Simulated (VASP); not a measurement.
Write the native input for VASP 6.6.1 that does the following.

| Quantity | Value |
| --- | --- |
| Task | single point |
| Functional | LDA |
| Potentials or basis | VASP PAW LDA potentials, release 64 (Li_sv) |
| Cutoff | 520 eV |
| k mesh | 11 × 11 × 11 |
| Occupations | fermi-dirac, width 0.05 eV |
| Spin | no spin polarisation |
| Dipole correction | no |
| Further INCAR settings | ALGO = Normal; EDIFF = 1e-06; NBANDS = 8 |

The structure of Li lies in POSCAR:

```
Li
1.0
   -1.7890636389      1.7890636389      1.7890636389
    1.7890636389     -1.7890636389      1.7890636389
    1.7890636389      1.7890636389     -1.7890636389
Li
1
Direct
    0.0000000000      0.0000000000      0.0000000000
```

One way to write it, as run:

INCAR

```
PREC     = Accurate       # precision mode
ENCUT    = 520            # plane-wave cutoff, eV
EDIFF    = 1E-6           # SCF threshold, eV
ISMEAR   = -1             # smearing method
SIGMA    = 0.05           # smearing width, eV
LREAL    = F              # projectors in reciprocal space
LASPH    = T              # aspherical terms in the spheres
NELM     = 60             # most SCF steps
ALGO     = Normal         # electronic algorithm
ISIF     = 2              # what is computed and relaxed
LWAVE    = F              # write WAVECAR
LCHARG   = F              # write CHGCAR
GGA      = CA             # functional
NBANDS   = 8              # bands
```

KPOINTS

```
Automatic mesh
0
Gamma
  11 11 11
```

Potentials or basis: VASP PAW LDA potentials, release 64 (Li_sv).

Launch:

```sh
$ cat potpaw_LDA.64/Li_sv/POTCAR > POTCAR
$ mpirun -np 1 vasp_std > vasp.out
```

Run time: 2.5 s on 1 thread of Intel(R) Xeon(R) 6975P-C (Granite Rapids), on a shared host, peak memory 0.12 GiB.
